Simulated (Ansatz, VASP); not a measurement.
## One calculation of MnS, two programs

```
Mn S
1.0
     0.00000    2.60450    2.60450
     2.60450    0.00000    2.60450
     2.60450    2.60450    0.00000
Mn S
1 1
Cartesian
  0.0000 0.0000 0.0000
  2.6045 2.6045 2.6045
```

Alike in both runs: task single point; functional PBE; k mesh 9 × 9 × 9; occupations gaussian, width 0.025 eV; collinear spin.

|  | VASP | Ansatz |
| --- | --- | --- |
| version | VASP 6.6.1 | Ansatz 0.2.0 |
| potentials or method | VASP PAW PBE potentials, release 64 (Mn_pv, S), cutoff 520 eV | all-electron LAPW, scalar-relativistic |

VASP gave:

| Quantity | Value |
| --- | --- |
| gap on the k mesh at the Fermi level (eV) | none |
| pressure (GPa) | -2.9 |
| net moment per atom (μB) | 2.36 |
| size of the moment on the site where the two differ most (μB) | 4.26 |

What did Ansatz give for the same quantities?

gap on the k mesh at the Fermi level (eV): none; pressure (GPa): -2.8; net moment per atom (μB): 2.36; size of the moment on the site where the two differ most (μB): 4.44.

Site moments also hang on the region over which each program counts them. A gap of «none» marks a metal or a gap that the smearing closes. Ansatz ran all-electron here, and VASP with PAW potentials.
